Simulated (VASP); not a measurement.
SrTiO3:

```xyz
5
Lattice="3.9364 0.0000 0.0000 0.0000 3.9364 0.0000 0.0000 0.0000 3.9364" Properties=species:S:1:pos:R:3 pbc="T T T"
Sr    0.0000    0.0000    0.0000
Ti    1.9682    1.9682    1.9682
O     1.9682    1.9682    0.0000
O     1.9682    0.0000    1.9682
O     0.0000    1.9682    1.9682
```

```yaml
Program: VASP 6.6.1
Task: relaxation of cell and atoms
Functional: r2SCAN
Potentials_or_basis: VASP PAW PBE potentials, release 64 (Sr_sv, Ti_sv, O)
Cutoff: 600 eV
k_mesh: 6 × 6 × 6
Occupations: fermi-dirac, width 0.02 eV
Spin: no spin polarisation
```

At the start: pressure -3.4 GPa; volume 12.20 Å³/atom.

Q: Where does the relaxation end?

A: Over 3 steps the energy falls by 2.4 meV/atom and the volume is 11.97 Å³/atom (-1.8 %); space group Pm-3m (No. 221, to 0.1 Å) before and after.

Step by step:
```
step  energy change (eV)  largest force (eV/Å)  pressure (GPa)  volume (Å³)
   1              0.0000                0.0000           -3.36        61.00
   2              0.0004                0.0000            3.67        58.77
   3             -0.0120                0.0000           -0.01        59.87
```

Final structure:
```
Sr Ti O
1.0
     3.91211    0.00000    0.00000
     0.00000    3.91211    0.00000
     0.00000    0.00000    3.91211
Sr Ti O
1 1 3
Direct
  0.00000 0.00000 0.00000
  0.50000 0.50000 0.50000
  0.50000 0.50000 0.00000
  0.50000 0.00000 0.50000
  0.00000 0.50000 0.50000
```

Caveat: the PAW data sets were made with another functional, which shifts forces and pressure a little.
